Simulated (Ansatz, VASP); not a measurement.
**Mg6O5: VASP beside Ansatz**

File INCAR:

```
PREC = Accurate
ENCUT = 520
EDIFF = 1E-6
ISMEAR = 0
SIGMA = 0.05
LREAL = False
LASPH = True
NELM = 100
ALGO = Normal
ISIF = 2
LWAVE = False
LCHARG = True
GGA = PS
LELF = True
LVHAR = True
NBANDS = 32
```

Contents of KPOINTS:

```
regular mesh
0
Gamma
  4 4 4
```

File POSCAR:

```
Mg6O5
1.0
    5.5908553621      0.0000000000      0.0000000000
    0.0000000000      5.5908553621      0.0000000000
    0.0000000000      0.0000000000      5.5908553621
Mg O
6 5
Direct
    0.2500000000      0.0000000000      0.5000000000
    0.0000000000      0.5000000000      0.2500000000
    0.5000000000      0.7500000000      0.0000000000
    0.7500000000      0.0000000000      0.5000000000
    0.0000000000      0.5000000000      0.7500000000
    0.5000000000      0.2500000000      0.0000000000
    0.5000000000      0.0000000000      0.2500000000
    0.0000000000      0.7500000000      0.5000000000
    0.6875000000      0.5000000000      0.0000000000
    0.5000000000      0.0000000000      0.7500000000
    0.0000000000      0.2500000000      0.5000000000
```

Input for Ansatz:

```yaml
crystal:
  lattice:
    - [5.5908553621, 0.0, 0.0]
    - [0.0, 5.5908553621, 0.0]
    - [0.0, 0.0, 5.5908553621]
  atoms:
    - { symbol: Mg, position: [0.25, 0.0, 0.5] }
    - { symbol: Mg, position: [0.0, 0.5, 0.25] }
    - { symbol: Mg, position: [0.5, 0.75, 0.0] }
    - { symbol: Mg, position: [0.75, 0.0, 0.5] }
    - { symbol: Mg, position: [0.0, 0.5, 0.75] }
    - { symbol: Mg, position: [0.5, 0.25, 0.0] }
    - { symbol: O, position: [0.5, 0.0, 0.25] }
    - { symbol: O, position: [0.0, 0.75, 0.5] }
    - { symbol: O, position: [0.6875, 0.5, 0.0] }
    - { symbol: O, position: [0.5, 0.0, 0.75] }
    - { symbol: O, position: [0.0, 0.25, 0.5] }
basis:
  ecutwfc: 420
kpoints:
  mp_grid: { grid: [4, 4, 4] }
hamiltonian:
  xc: pbesol
  pseudopotentials: { kind: paw, azcp: { folder: soft_1 } }
scf:
  occupations: { method: gaussian, width: 0.05 }
output:
  forces: true
  stress: true
  eigenvalues: true
  write_density: true
  write_potential: true
  elf: true
  volumetric_format: npy
```

Change from the starting cell: O vacancy; atom 9 moved -0.125 of the way to it and +0.000 Å across, host rigid.

Alike in both runs: task single point; functional PBEsol; k mesh 4 × 4 × 4; occupations gaussian, width 0.05 eV; no spin polarisation.

```csv
,VASP,Ansatz
version,VASP 6.6.1,Ansatz 0.2.0
potentials or method,"VASP PAW PBE potentials, release 64 (Mg, O), cutoff 520 eV","scalar-relativistic, plane waves, PAW"
valence electrons in the cell,42,90
```

|  | VASP | Ansatz | Ansatz less VASP |
| --- | --- | --- | --- |
| gap on the k mesh at the Fermi level (eV) | 0.80 | 0.80 | -0.007 |
| least direct gap on the mesh (eV) | 1.88 | 1.87 | -0.007 |
| pressure (GPa) | 2.4 | 2.5 | +0.08 |
| traceless stress, the component that is largest in VASP (GPa) | 4.37 | 4.23 | -0.138 |
| rms of the force components (eV/Å) | 1.218 | 1.184 | -0.0343 |

VASP's potentials were made for PBE, not for PBEsol, and Ansatz warns of the same on its side. Atom by atom the forces differ by 0.035 eV/Å (rms over components). VASP's potentials hold 42 valence electrons a cell and Ansatz's 90, so a difference there can come from the potentials and not from the codes.
